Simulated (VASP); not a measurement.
# Re (Fm-3m) in VASP: notebook

Re is run at these levels: LDA; tasks: single point.

All numbers are computed with VASP 6.6.1; they aren't measurements. Logs are shortened: lines on timing, memory, paths and dates and some standing lists are left out, and cuts for length are marked.

## Step 1: The cell of the first run

The structure is cubic, space group Fm-3m (No. 225). Conventional cell: a = 3.860 Å, b = 3.860 Å, c = 3.860 Å, α = 90.00°, β = 90.00°, γ = 90.00°. Within 3.6 Å of Re (site symmetry m-3m) lie 12 Re at 2.73 Å.

This isn't the form of Re at room conditions, which is hcp.

## Step 2: Single point, LDA

INCAR

```
  ALGO = Normal
  EDIFF = 1E-7
  ENCUT = 520
  ISIF = 2
  ISMEAR = -1
  LASPH = True
  LCHARG = False
  LREAL = False
  LWAVE = False
  NBANDS = 10
  NELM = 80
  PREC = Accurate
  SIGMA = 0.1
```

KPOINTS

```
k-points
0
Gamma
  14 14 14
```

POSCAR

```
Re
1.0
    0.0000000000      1.9301706271      1.9301706271
    1.9301706271      0.0000000000      1.9301706271
    1.9301706271      1.9301706271      0.0000000000
Re
1
Direct
    0.0000000000      0.0000000000      0.0000000000
```

Potentials or basis: VASP PAW LDA potentials, release 64 (Re).

On the command line:

```
cat potpaw_LDA.64/Re/POTCAR > POTCAR
mpirun -np 1 vasp_std > vasp.out
```

OUTCAR:

```text
EDIFF = 1E-7
   ENCUT = 520
   ISIF = 2
   ISMEAR = -1
   LASPH = True
   LREAL = False
   NELM = 80
   PREC = Accurate

 ion  position               nearest neighbor table
   1  0.000  0.000  0.000-

  LATTYP: Found a face centered cubic cell.
 ALAT       =     3.8603412542

  Lattice vectors:

 A1 = (   0.0000000000,   1.9301706271,   1.9301706271)
 A2 = (   1.9301706271,   0.0000000000,   1.9301706271)
 A3 = (   1.9301706271,   1.9301706271,   0.0000000000)

Analysis of symmetry for initial positions (statically):
=====================================================================
 Subroutine PRICEL returns:
 Original cell was already a primitive cell.

 Routine SETGRP: Setting up the symmetry group for a
 face centered cubic supercell.

 Subroutine GETGRP returns: Found 48 space group operations
 (whereof 48 operations were pure point group operations)
 out of a pool of 48 trial point group operations.

The static configuration has the point symmetry O_h .

Analysis of symmetry for dynamics (positions and initial velocities):
=====================================================================
 Subroutine PRICEL returns:
 Original cell was already a primitive cell.

 Routine SETGRP: Setting up the symmetry group for a
 face centered cubic supercell.

 Subroutine GETGRP returns: Found 48 space group operations
 (whereof 48 operations were pure point group operations)
 out of a pool of 48 trial point group operations.

The dynamic configuration has the point symmetry O_h .

 Subroutine INISYM returns: Found 48 space group operations
 (whereof 48 operations are pure point group operations),
 and found     1 'primitive' translations

----------------------------------------------------------------------------------------

                                     Primitive cell

  volume of cell :      14.3819

  direct lattice vectors                    reciprocal lattice vectors
     0.000000000  1.930170627  1.930170627    -0.259044456  0.259044456  0.259044456
     1.930170627  0.000000000  1.930170627     0.259044456 -0.259044456  0.259044456
     1.930170627  1.930170627  0.000000000     0.259044456  0.259044456 -0.259044456

  length of vectors
     2.729673479  2.729673479  2.729673479     0.448678159  0.448678159  0.448678159

  position of ions in fractional coordinates (direct lattice)
     0.000000000  0.000000000  0.000000000

  ion indices of the primitive-cell ions
   primitive index   ion index
                 1           1

----------------------------------------------------------------------------------------

 KPOINTS: k-points

Automatic generation of k-mesh.
 Grid dimensions read from file:
 generate k-points for:   14   14   14

 Generating k-lattice:

  Cartesian coordinates                     Fractional coordinates (reciprocal lattice)
    -0.018503175  0.018503175  0.018503175     0.071428571  0.000000000  0.000000000
     0.018503175 -0.018503175  0.018503175     0.000000000  0.071428571  0.000000000
     0.018503175  0.018503175 -0.018503175     0.000000000  0.000000000  0.071428571

  Length of vectors
     0.032048440  0.032048440  0.032048440

  Shift w.r.t. Gamma in fractional coordinates (k-lattice)
     0.000000000  0.000000000  0.000000000

 Subroutine IBZKPT returns following result:
 ===========================================

 Found    104 irreducible k-points:

 Following reciprocal coordinates:
            Coordinates               Weight
  0.000000  0.000000  0.000000      1.000000
  0.071429  0.000000  0.000000      8.000000
  0.142857  0.000000  0.000000      8.000000
  0.214286  0.000000  0.000000      8.000000
  0.285714  0.000000  0.000000      8.000000
  0.357143  0.000000  0.000000      8.000000
[... 16 lines left out ...]
  0.214286  0.142857  0.000000     24.000000
  0.285714  0.142857  0.000000     24.000000
 [... further k-points ...]
   k-points           NKPTS =    104   k-points in BZ     NKDIM =    104   number of bands    NBANDS=     10
   number of dos      NEDOS =    301   number of ions     NIONS =      1
   total plane-waves  NPLWV =   8000
   dimension x,y,z NGX =    20 NGY =   20 NGZ =   20
   dimension x,y,z NGXF=    40 NGYF=   40 NGZF=   40
   ions per type =               1
   NGX,Y,Z   is equivalent  to a cutoff of  12.18, 12.18, 12.18 a.u.
   NGXF,Y,Z  is equivalent  to a cutoff of  24.36, 24.36, 24.36 a.u.
 SYSTEM =  unknown system
   PREC   = accura    normal or accurate (medium, high low for compatibility)
   ISTART =      0    job   : 0-new  1-cont  2-samecut
   ICHARG =      2    charge: 1-file 2-atom 10-const
   ISPIN  =      1    spin polarized calculation?
   LNONCOLLINEAR =      F non collinear calculations
   LSORBIT =      F    spin-orbit coupling
   LASPH  =      T    aspherical Exc in radial PAW
   ENCUT  =  520.0 eV  38.22 Ry    6.18 a.u.   5.08  5.08  5.08*2*pi/ulx,y,z
   NELM   =     80;   NELMIN=  2; NELMDL= -5     # of ELM steps
   EDIFF  = 0.1E-06   stopping-criterion for ELM
   LREAL  =      F    real-space projection
   EDIFFG = 0.1E-05   stopping-criterion for IOM
   NSW    =      0    number of steps for IOM
   IBRION =     -1    ionic relax: 0-MD 1-quasi-New 2-CG
   NFREE  =      0    steps in history (QN), initial steepest desc. (CG)
   ISIF   =      2    stress and relaxation
   ISYM   =      2    0-nonsym 1-usesym 2-fastsym
   POTIM  = 0.5000    time-step for ionic-motion
   TEBEG  =    0.0;   TEEND  =   0.0 temperature during run
   PSTRESS=    0.0 pullay stress
   NELECT =       7.0000    total number of electrons
   NUPDOWN=      -1.0000    fix difference up-down
   EMIN   =  10.00;   EMAX   =-10.00  energy-range for DOS
   EFERMI =   0.00;   METHOD = LEGACY
   ISMEAR =    -1;   SIGMA  =   0.10  broadening in eV -4-tet -1-fermi 0-gaus
   EFERMI_NEDOS =   21; number of points for ismear=-14 and -15
   IALGO  =     38    algorithm
   IMIX   =      4    mixing-type and parameters
     AMIX     =   0.40;   BMIX     =  1.00
     AMIX_MAG =   1.60;   BMIX_MAG =  1.00
  volume/ion in A,a.u.               =      14.38        97.05
  Fermi-wavevector in a.u.,A,eV,Ry     =   1.287761  2.433515 22.562915  1.658327
  Thomas-Fermi vector in A             =   2.419755
   LORBIT       =      0    0 simple, 1 ext, 2 COOP (PROOUT), +10 PAW based schemes
   GGA     = CA    functional components
   LHFCALC =     F    Hartree Fock is set to
   AEXX    =    0.0000 exact exchange contribution
   IVDW    =     0    specifies the selected vdW correction
   LEPSILON=     F    determine dielectric tensor
   LRPA    =     F    only Hartree local field effects (RPA)
 non-spin polarized calculation
  energy-cutoff  :      520.00
  volume of cell :       14.38
 maximum number of plane-waves:       395
   NGX = 11   NGY = 11   NGZ = 11

 number of electron       7.0000001 magnetization

 Free energy of the ion-electron system (eV)
  ---------------------------------------------------
  ext. energy  EPLUGINS =         0.00000000
  ---------------------------------------------------
  free energy    TOTEN  =       -13.70525121 eV

  energy without entropy =      -13.67379820  energy(sigma->0) =      -13.68952470

 E-fermi :   8.4111     XC(G=0): -13.9654

 val. band max:        8.3951920484   @ k =   0.1429   0.1429   0.0000
 cond. band min:       8.4205748860   @ k =  -0.4286   0.2857   0.1429
 fundamental gap:      0.0253828376
 Fermi energy:         8.4111086049

 k-point     1 :       0.0000    0.0000    0.0000
  band No.  band energies     occupation
      1      -1.8102      2.00000
      2       6.4110      2.00000
      3       6.4110      2.00000
      4       6.4110      2.00000
      5       9.6999      0.00001
      6       9.6999      0.00001
      7      22.3948      0.00000
      8      28.1417      0.00000
      9      28.1417      0.00000
     10      28.1417      0.00000

 k-point     2 :       0.0714    0.0000    0.0000
  band No.  band energies     occupation
      1      -1.5663      2.00000
      2       6.2470      2.00000
      3       6.5252      2.00000
      4       6.5252      2.00000
      5       9.6072      0.00001
      6       9.6072      0.00001
      7      22.8694      0.00000
      8      27.0169      0.00000
      9      28.5911      0.00000
     10      28.5911      0.00000

 k-point     3 :       0.1429    0.0000    0.0000
  band No.  band energies     occupation
      1      -0.8832      2.00000
      2       5.8727      2.00000
      3       6.7876      2.00000
      4       6.7876      2.00000
      5       9.4528      0.00006
      6       9.4528      0.00006
      7      23.9734      0.00000
      8      25.3731      0.00000
      9      29.8723      0.00000
     10      29.8723      0.00000

 k-point     4 :       0.2143    0.0000    0.0000
  band No.  band energies     occupation
      1       0.0643      2.00000
      2       5.5879      2.00000
      3       6.9373      2.00000
      4       6.9373      2.00000
      5       9.5845      0.00002
      6       9.5845      0.00002
      7      23.1974      0.00000
      8      26.0387      0.00000
      9      31.8142      0.00000
     10      31.8142      0.00000

 k-point     5 :       0.2857    0.0000    0.0000
  band No.  band energies     occupation
      1       0.9130      2.00000
      2       5.8124      2.00000
      3       6.7834      2.00000
      4       6.7834      2.00000
      5      10.2379      0.00000
      6      10.2379      0.00000
      7      21.7916      0.00000
      8      26.1854      0.00000
      9      33.1670      0.00000
     10      33.7401      0.00000

 k-point     6 :       0.3571    0.0000    0.0000
  band No.  band energies     occupation
      1       1.3148      2.00000
      2       6.4973      2.00000
      3       6.4973      2.00000
      4       6.8098      2.00000
      5      11.1816      0.00000
      6      11.1816      0.00000
      7      20.5480      0.00000
      8      24.2340      0.00000
      9      31.4174      0.00000
     10      31.4174      0.00000
[... 183 lines left out ...]
 k-point    21 :      -0.0714    0.0714    0.0000
  band No.  band energies     occupation
      1      -1.1733      2.00000
      2       5.9698      2.00000
      3       6.6877      2.00000
      4       6.7472      2.00000
      5       9.2402      0.00050
      6       9.7343      0.00000
      7      23.6090      0.00000
      8      26.1555      0.00000
      9      28.5613      0.00000
     10      29.6727      0.00000

 k-point    22 :       0.1429    0.1429    0.0000
  band No.  band energies     occupation
      1      -0.5658      2.00000
      2       5.3546      2.00000
      3       7.2065      1.99999
      4       7.2065      1.99999
      5       8.3952      1.07942
      6      10.1234      0.00000
      7      24.7928      0.00000
      8      26.6316      0.00000
      9      28.8018      0.00000
     10      28.8018      0.00000

 k-point    23 :       0.2143    0.1429    0.0000
  band No.  band energies     occupation
      1       0.1779      2.00000
      2       4.9284      2.00000
      3       7.2845      1.99997
      4       7.5751      1.99953
      5       8.3018      1.49774
      6      10.3606      0.00000
      7      25.5581      0.00000
      8      26.2373      0.00000
      9      29.2426      0.00000
     10      29.7987      0.00000

 k-point    24 :       0.2857    0.1429    0.0000
  band No.  band energies     occupation
      1       1.1018      2.00000
      2       4.6903      2.00000
      3       6.6939      2.00000
      4       7.7015      1.99834
      5       9.2441      0.00048
      6      10.8588      0.00000
      7      24.0759      0.00000
      8      27.3671      0.00000
      9      29.7325      0.00000
     10      30.1919      0.00000

 [... further k-points ...]

------------------------ aborting loop because EDIFF is reached ----------------------------------------

  FORCE on cell =-STRESS in cart. coord.  units (eV):
  Direction    XX          YY          ZZ          XY          YZ          ZX
  --------------------------------------------------------------------------------------
  -------------------------------------------------------------------------------------
  Total        0.1369426      0.1369426      0.1369426      0.0000000      0.0000000      0.0000000
  in kB       15.2556996     15.2556996     15.2556996      0.0000000      0.0000000      0.0000000
  external PRESSURE =      15.2556996 kB  Pullay stress =       0.0000000 kB

 VOLUME and BASIS-vectors are now :
 -----------------------------------------------------------------------------
  energy-cutoff  :      520.00
  volume of cell :       14.38
      direct lattice vectors                 reciprocal lattice vectors
     0.000000000  1.930170627  1.930170627    -0.259044456  0.259044456  0.259044456
     1.930170627  0.000000000  1.930170627     0.259044456 -0.259044456  0.259044456
     1.930170627  1.930170627  0.000000000     0.259044456  0.259044456 -0.259044456

 POSITION                                       TOTAL-FORCE (eV/Angst)
 -----------------------------------------------------------------------------------
      0.00000      0.00000      0.00000         0.000000      0.000000      0.000000
 -----------------------------------------------------------------------------------
    total drift:                               -0.000000     -0.000000      0.000000

  FREE ENERGIE OF THE ION-ELECTRON SYSTEM (eV)
  ---------------------------------------------------
  free  energy   TOTEN  =       -13.7052512107 eV

  energy  without entropy=      -13.6737981962  energy(sigma->0) =      -13.68952470
```

Run time: 14 s. Hardware: 1 thread of AMD EPYC 7R43 (Zen 3), shared host; peak memory 0.09 GiB.

What came out:

```
Free energy            : -13.7053 eV
Pressure               : 1.5 GPa
Band gap on the k mesh : zero (an odd number of electrons rules out a gap without spin polarisation)
```

Levels at points of the mesh, in eV from the Fermi level:
| k point | band 1 | band 2 | band 3 | band 4 | band 5 | band 6 | band 7 | band 8 |
| --- | --- | --- | --- | --- | --- | --- | --- | --- |
| (0.00, 0.00, 0.00) | -10.22 | -2.00 | -2.00 | -2.00 | 1.29 | 1.29 | 13.98 | 19.73 |
| (0.50, 0.00, 0.00) | -7.04 | -2.23 | -2.23 | 0.39 | 3.95 | 3.95 | 10.34 | 13.50 |
| (0.50, 0.50, 0.00) | -7.04 | -6.16 | 3.03 | 3.90 | 4.74 | 4.74 | 12.53 | 12.53 |

Caveat: spin-orbit coupling is left out, which moves the levels of the heavy elements.

(Continued in part 2 of 2.)
